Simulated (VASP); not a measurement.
A run of VASP 6.6.1 is set up as follows.

The input INCAR:

```
ALGO = Normal ; EDIFF = 1E-6
ENCUT = 600 ; GGA = RP
GGA_COMPAT = F ; ISIF = 2
ISMEAR = 0 ; ISPIN = 2
IVDW = 13 ; LASPH = T
LCHARG = T ; LDAU = T
LDAUJ = 0 0 ; LDAUL = 2 -1
LDAUPRINT = 1 ; LDAUTYPE = 2
LDAUU = 3.3 0 ; LELF = T
LMAXMIX = 4 ; LORBIT = 11
LREAL = F ; LVHAR = T
LWAVE = F ; MAGMOM = 2.86 0
NBANDS = 22 ; NELM = 200
PREC = Accurate ; SIGMA = 0.05
```

Contents of KPOINTS:

```
k-points
0
Gamma
  10 10 10
```

The input POSCAR:

```
CoO
1.0
    0.0000000000      2.1315016559      2.1315016559
    2.1315016559      0.0000000000      2.1315016559
    2.1315016559      2.1315016559      0.0000000000
Co O
1 1
Direct
    0.0000000000      0.0000000000      0.0000000000
    0.5000000000      0.5000000000      0.5000000000
```

Potentials or basis: VASP PAW PBE potentials, release 64 (Co_sv, O).

Command:

```console
$ cat potpaw_PBE.64/Co_sv/POTCAR potpaw_PBE.64/O/POTCAR > POTCAR
$ mpirun -np 1 vasp_std > vasp.out
```

**Question.** Predict the net moment.

**Answer.** 3.00 μB per cell.

**Question.** Predict the pressure.

**Answer.** -3.8 GPa.

**Question.** What does it give for the band gap on the k mesh?

**Answer.** Zero (filled and empty bands overlap).

Eigenvalues of the final occupation matrices:
```
    site  spin  trace               eigenvalues
site 1 d     1   4.68  0.92 0.92 0.92 0.96 0.96
site 1 d     2   2.01  0.10 0.10 0.61 0.61 0.61
```

Caveat: the PAW data sets were made with another functional, which shifts forces and pressure a little; a cell with one magnetic atom can't hold antiferromagnetic order, which such compounds often take; pairwise dispersion overbinds metals, which lowers pressure and volume. The state reached can hang on the start; a lower one may exist.
